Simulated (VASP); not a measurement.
# C12N: single point with PBE

C12N, a slab with vacuum:

```xyz
26
Lattice="5.0509 0.0000 0.0000 0.0000 5.0509 0.0000 0.0000 0.0000 22.3755" Properties=species:S:1:pos:R:3 pbc="T T T"
C     0.0000    1.2627    4.0000
C     0.0000    3.7882    4.0000
C     2.5255    1.2627    4.0000
C     2.5255    3.7882    4.0000
C     0.0000    0.0000    4.8929
C     0.0000    2.5255    4.8929
C     2.5255    0.0000    4.8929
C     2.5255    2.5255    4.8929
C     1.2627    0.0000    5.7858
C     1.2627    2.5255    5.7858
C     3.7882    0.0000    5.7858
C     3.7882    2.5255    5.7858
C     1.2627    1.2627    6.6590
C     1.2627    3.7882    6.6590
C     3.7882    1.2627    6.6590
C     3.7882    3.7882    6.6590
C     0.0000    1.2627    7.5962
C     0.0000    3.7882    7.5962
C     2.5255    1.2627    7.5962
C     2.5255    3.7882    7.5962
C     0.0000    0.0000    8.3755
C     0.0000    2.5255    8.3755
C     2.5255    0.0000    8.3755
C     2.5255    2.5255    8.3755
N     3.1537    1.8941    9.8155
N     4.4227    1.8941    9.8155
```

```
Program                : VASP 6.6.1
Task                   : single point
Functional             : PBE
Potentials or basis    : VASP PAW PBE potentials, release 64 (C, N)
Cutoff                 : 520 eV
k mesh                 : 5 × 5 × 1
Occupations            : gaussian, width 0.05 eV
Spin                   : no spin polarisation
Dipole correction      : yes
Further INCAR settings : LREAL = Auto; ALGO = Normal; EDIFF = 1e-07; NBANDS = 72
```

```
Largest force          : 3.993 eV/Å
Band gap on the k mesh : zero (bands 53 and 54 overlap by 0.02 eV)
```

Forces in eV/Å, atoms in the order of the input:
```
C   -0.086  0.022  2.193
C   -0.089 -0.033  2.168
C    0.086  0.022  2.193
C    0.089 -0.033  2.168
C    0.081 -0.018 -2.561
C    0.120  0.018 -2.575
C   -0.081 -0.018 -2.561
C   -0.120  0.018 -2.575
C    0.000  0.031  0.172
C    0.000 -0.027  0.214
C    0.000  0.004  0.171
C    0.000 -0.023  0.310
C    0.000 -0.083  0.035
C    0.000 -0.404  0.203
C    0.000 -0.165 -0.211
C    0.000  0.088 -0.158
C    0.392 -0.423 -0.733
C   -0.218  0.736  0.477
C   -0.392 -0.423 -0.733
C    0.218  0.736  0.477
C   -0.004 -0.101 -0.013
C    1.580 -2.133  1.950
C    0.004 -0.101 -0.013
C   -1.580 -2.133  1.950
N    3.065  2.220 -1.275
N   -3.065  2.220 -1.275
```

Levels at points of the mesh, in eV from the Fermi level:
```csv
k point,band 51,band 52,band 53,band 54,band 55,band 56
"(0.00, 0.00, 0.00)",-0.82,-0.20,-0.09,-0.02,0.26,0.71
```

Wall time 6.4 min on 1 thread of Intel(R) Xeon(R) 6975P-C (Granite Rapids), with other jobs on the host, peak memory 0.66 GiB.
